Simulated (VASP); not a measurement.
Set up this calculation in VASP 6.6.1, as the native input.

```
Task                   : single point
Functional             : r2SCAN
Potentials or basis    : VASP PAW PBE potentials, release 64 (Te, Cd)
Cutoff                 : 520 eV
k mesh                 : 7 × 7 × 7
Occupations            : fermi-dirac, width 0.05 eV
Spin                   : no spin polarisation
Dipole correction      : no
Further INCAR settings : ALGO = Normal; EDIFF = 1e-06; NBANDS = 16
```

CdTe:

```
Te Cd
1.0
     0.00000    3.20500    3.20500
     3.20500    0.00000    3.20500
     3.20500    3.20500    0.00000
Te Cd
1 1
Direct
  0.75000 0.75000 0.75000
  0.00000 0.00000 0.00000
```

These files were run (other wordings do the same):

POSCAR

```
CdTe
1.0
    0.0000000000      3.2050000000      3.2050000000
    3.2050000000      0.0000000000      3.2050000000
    3.2050000000      3.2050000000      0.0000000000
Te Cd
1 1
Direct
    0.7500000000      0.7500000000      0.7500000000
    0.0000000000      0.0000000000      0.0000000000
```

INCAR.step1

```
PREC     = Accurate       # precision mode
ENCUT    = 520            # plane-wave cutoff, eV
ISMEAR   = -1             # smearing method
SIGMA    = 0.05           # smearing width, eV
LREAL    = False          # projectors in reciprocal space
LASPH    = True           # aspherical terms in the spheres
NELM     = 100            # most SCF steps
NBANDS   = 16             # bands
GGA      = PE             # functional
ALGO     = Normal         # electronic algorithm
EDIFF    = 1E-4           # SCF threshold, eV
LWAVE    = True           # write WAVECAR
LCHARG   = False          # write CHGCAR
```

INCAR.step2

```
PREC     = Accurate       # precision mode
ENCUT    = 520            # plane-wave cutoff, eV
EDIFF    = 1E-6           # SCF threshold, eV
ISMEAR   = -1             # smearing method
SIGMA    = 0.05           # smearing width, eV
LREAL    = False          # projectors in reciprocal space
LASPH    = True           # aspherical terms in the spheres
NELM     = 100            # most SCF steps
ALGO     = Normal         # electronic algorithm
ISIF     = 2              # what is computed and relaxed
LWAVE    = False          # write WAVECAR
LCHARG   = True           # write CHGCAR
METAGGA  = R2SCAN         # meta-GGA
LMIXTAU  = True         
LELF     = True           # ELF
LVHAR    = True         
NBANDS   = 16             # bands
ISTART   = 1
```

KPOINTS

```
Automatic mesh
0
Gamma
  7 7 7
```

Potentials or basis: VASP PAW PBE potentials, release 64 (Te, Cd).

Command:

```console
$ cat potpaw_PBE.64/Te/POTCAR potpaw_PBE.64/Cd/POTCAR > POTCAR
$ cp INCAR.step1 INCAR
$ mpirun -np 1 vasp_std > vasp.out
$ cp INCAR.step2 INCAR
$ mpirun -np 1 vasp_std > vasp.out
```

It gave:

```yaml
Pressure: 3.4 GPa
Band_gap_on_the_k_mesh: 1.38 eV, direct
```

Caveat: the PAW data sets were made with another functional, which shifts forces and pressure a little; spin-orbit coupling is left out, which moves the levels of the heavy elements.

Run time: 2.3 min on 1 thread of AMD EPYC 7R43 64-Core Processor (Zen 3), with other jobs on the host, peak memory 0.19 GiB.
